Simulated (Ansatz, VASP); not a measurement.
# Mg2GaOsC6N6: VASP beside Ansatz

INCAR

```
SYSTEM = Mg2GaOsC6N6
ALGO = Normal
EDIFF = 1E-7
ENCUT = 520
GGA = PE
ISIF = 2
ISMEAR = 0
ISPIN = 2
LASPH = .TRUE.
LCHARG = .FALSE.
LMAXMIX = 4
LORBIT = 11
LREAL = Auto
LWAVE = .FALSE.
MAGMOM = 0 0 0 1 0 0 0 0 0 0 0 0 0 0 0 0
NBANDS = 58
NELM = 150
PREC = Accurate
SIGMA = 0.1
```

File KPOINTS:

```
k-points
0
G
  4 4 4
  0 0 0
```

File POSCAR:

```
Mg2GaOsC6N6
1.0
    0.0000000000      5.0510000000      5.0510000000
    5.0510000000      0.0000000000      5.0510000000
    5.0510000000      5.0510000000      0.0000000000
Mg Ga Os C N
2 1 1 6 6
Direct
    0.2500000000      0.2500000000      0.2500000000
    0.7500000000      0.7500000000      0.7500000000
    0.0000000000      0.0000000000      0.0000000000
    0.5000000000      0.5000000000      0.5000000000
    0.8123143900      0.1876856100      0.1876856100
    0.1876856100      0.8123143900      0.1876856100
    0.1876856100      0.1876856100      0.8123143900
    0.1876856100      0.8123143900      0.8123143900
    0.8123143900      0.1876856100      0.8123143900
    0.8123143900      0.8123143900      0.1876856100
    0.6964957400      0.3035042600      0.3035042600
    0.3035042600      0.6964957400      0.3035042600
    0.3035042600      0.3035042600      0.6964957400
    0.3035042600      0.6964957400      0.6964957400
    0.6964957400      0.3035042600      0.6964957400
    0.6964957400      0.6964957400      0.3035042600
```

Input for Ansatz:

```yaml
crystal:
  lattice:
    - [0.0, 5.051, 5.051]
    - [5.051, 0.0, 5.051]
    - [5.051, 5.051, 0.0]
  atoms:
    - { symbol: Mg, position: [0.25, 0.25, 0.25] }
    - { symbol: Mg, position: [0.75, 0.75, 0.75] }
    - { symbol: Ga, position: [0.0, 0.0, 0.0] }
    - { symbol: Os, position: [0.5, 0.5, 0.5], spin: 1.0 }
    - { symbol: C, position: [0.81231439, 0.18768561, 0.18768561] }
    - { symbol: C, position: [0.18768561, 0.81231439, 0.18768561] }
    - { symbol: C, position: [0.18768561, 0.18768561, 0.81231439] }
    - { symbol: C, position: [0.18768561, 0.81231439, 0.81231439] }
    - { symbol: C, position: [0.81231439, 0.18768561, 0.81231439] }
    - { symbol: C, position: [0.81231439, 0.81231439, 0.18768561] }
    - { symbol: "N", position: [0.69649574, 0.30350426, 0.30350426] }
    - { symbol: "N", position: [0.30350426, 0.69649574, 0.30350426] }
    - { symbol: "N", position: [0.30350426, 0.30350426, 0.69649574] }
    - { symbol: "N", position: [0.30350426, 0.69649574, 0.69649574] }
    - { symbol: "N", position: [0.69649574, 0.30350426, 0.69649574] }
    - { symbol: "N", position: [0.69649574, 0.69649574, 0.30350426] }
basis:
  ecutwfc: 420
kpoints:
  mp_grid: { grid: [4, 4, 4] }
hamiltonian:
  xc: pbe
scf:
  occupations: { method: gaussian, width: 0.1 }
  lower_state_search: "off"
output:
  forces: true
  stress: true
  eigenvalues: true
  populations: true
magnetization:
  spin_polarized: true
```

Alike in both runs: task single point; functional PBE; k mesh 4 × 4 × 4; occupations gaussian, width 0.1 eV; collinear spin.

|  | VASP | Ansatz |
| --- | --- | --- |
| version | VASP 6.6.1 | Ansatz 0.2.0 |
| potentials or method | VASP PAW PBE potentials, release 64 (Mg, Ga_d, Os, C, N), cutoff 520 eV | scalar-relativistic, plane waves, PAW |
| valence electrons in the cell | 79 | 103 |

```tsv
	VASP	Ansatz	Ansatz less VASP
gap on the k mesh at the Fermi level (eV)	none	none	-
pressure (GPa)	12.4	11.8	-0.59
rms of the force components (eV/Å)	1.151	1.277	+0.1256
net moment per atom (μB)	0.06	0.06	0.000
size of the moment on the site where the two differ most (μB)	0.11	0.31	+0.202
```

Site moments also hang on the region over which each program counts them. Atom by atom the forces differ by 0.154 eV/Å (rms over components). A gap of «none» marks a metal or a gap that the smearing closes. VASP's potentials hold 79 valence electrons a cell and Ansatz's 103, so a difference there can come from the potentials and not from the codes.

Spin-orbit coupling is off throughout. Noted on VASP's run: the standard files for N, O and F lose accuracy on very short bonds.
